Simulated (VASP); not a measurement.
Write the native input for VASP 6.6.1 that does the following.

| Quantity | Value |
| --- | --- |
| Task | relaxation of the atoms |
| Functional | LDA |
| Potentials or basis | VASP PAW LDA potentials, release 64 (Ta_pv, Ru_pv) |
| Cutoff | 520 eV |
| k mesh | 11 × 11 × 11 |
| Occupations | fermi-dirac, width 0.05 eV |
| Spin | no spin polarisation |
| Dipole correction | no |
| Further INCAR settings | ALGO = Normal; EDIFF = 1e-06; IBRION = 2; EDIFFG = -0.01; NSW = 50 |

The structure of TaRu lies in POSCAR:

```
TaRu
1.0
    3.0691382063      0.0000000000      0.0000000000
    0.0000000000      3.0691382063      0.0000000000
    0.0000000000      0.0000000000      3.0691382063
Ta Ru
1 1
Direct
    0.5000000000      0.5000000000      0.5000000000
    0.0000000000      0.0000000000      0.0000000000
```

The input as run:

INCAR

```
ALGO = Normal ; EDIFF = 1E-6
EDIFFG = -0.01 ; ENCUT = 520
IBRION = 2 ; ISIF = 2
ISMEAR = -1 ; LASPH = T
LCHARG = F ; LREAL = F
LWAVE = F ; NELM = 100
NSW = 50 ; PREC = Accurate
SIGMA = 0.05
```

KPOINTS

```
k-points
0
Gamma
  11 11 11
```

Potentials or basis: VASP PAW LDA potentials, release 64 (Ta_pv, Ru_pv).

Run with:

```bash
$ cat potpaw_LDA.64/Ta_pv/POTCAR potpaw_LDA.64/Ru_pv/POTCAR > POTCAR
$ mpirun -np 1 vasp_std > vasp.out
```

Results of the run:

- Pressure after relaxing: 16.4 GPa

Caveat: the relaxation stopped at its first step, so nothing moved.

Wall time 13 s on 1 thread of Intel Xeon 6975P-C (shared host), peak memory 0.15 GiB.
